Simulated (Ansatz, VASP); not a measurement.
# Two plane-wave programs on BW3

Contents of INCAR:

```
ALGO     = Normal         # electronic algorithm
EDIFF    = 1E-6           # SCF threshold, eV
EDIFFG   = -0.04          # ionic threshold
ENCUT    = 600            # plane-wave cutoff, eV
GGA      = PE             # functional
IBRION   = 2              # ionic algorithm
ISIF     = 3              # what is computed and relaxed
ISMEAR   = 0              # smearing method
LASPH    = T              # aspherical terms in the spheres
LCHARG   = F              # write CHGCAR
LREAL    = F              # projectors in reciprocal space
LWAVE    = F              # write WAVECAR
NELM     = 80             # most SCF steps
NSW      = 90             # ionic steps
PREC     = Accurate       # precision mode
SIGMA    = 0.1            # smearing width, eV
```

Contents of KPOINTS:

```
k-points
0
Gamma
  4 4 4
```

File POSCAR:

```
BW3
1.0
    3.7629304154      0.0000000000      0.0000000000
    0.0000000000      3.7629304154      0.0000000000
    0.0000000000      0.0000000000      3.7629304154
B W
1 3
Direct
    0.0000000000      0.0000000000      0.0000000000
    0.0000000000      0.5000000000      0.5000000000
    0.5000000000      0.0000000000      0.5000000000
    0.5000000000      0.5000000000      0.0000000000
```

Input for Ansatz:

```yaml
crystal:
  lattice:
    - [3.7629304154, 0.0, 0.0]
    - [0.0, 3.7629304154, 0.0]
    - [0.0, 0.0, 3.7629304154]
  atoms:
    - { symbol: B, position: [0.0, 0.0, 0.0] }
    - { symbol: W, position: [0.0, 0.5, 0.5] }
    - { symbol: W, position: [0.5, 0.0, 0.5] }
    - { symbol: W, position: [0.5, 0.5, 0.0] }
basis:
  ecutwfc: 420
kpoints:
  mp_grid: { grid: [4, 4, 4] }
hamiltonian:
  xc: pbe
scf:
  occupations: { method: gaussian, width: 0.1 }
  lower_state_search: "off"
output:
  forces: true
  stress: true
  eigenvalues: true
relax:
  adjacent_minimum: "off"
  f_tol: 0.04
  max_steps: 70
  cell: { stress_tol: 0.4 }
```

Alike in both runs: task relaxation of cell and atoms; functional PBE; k mesh 4 × 4 × 4; occupations gaussian, width 0.1 eV; no spin polarisation.

```csv
,VASP,Ansatz
version,VASP 6.6.1,Ansatz 0.2.0
potentials or method,"VASP PAW PBE potentials, release 64 (B, W_sv), cutoff 600 eV","scalar-relativistic, plane waves, PAW"
valence electrons in the cell,45,45
```

```tsv
	VASP	Ansatz	Ansatz less VASP
gap on the k mesh at the Fermi level, each at its own relaxed structure (eV)	none	none	-
relaxed volume (Å³/atom)	14.02	13.99	-0.029
relaxed length of the cell vector where the two differ most in proportion (Å)	3.828	3.825	-0.0027
```

A gap of «none» marks a metal or a gap that the smearing closes.

The k mesh is coarse, so the values compare programs but aren't converged. Neither program's run includes spin-orbit coupling.
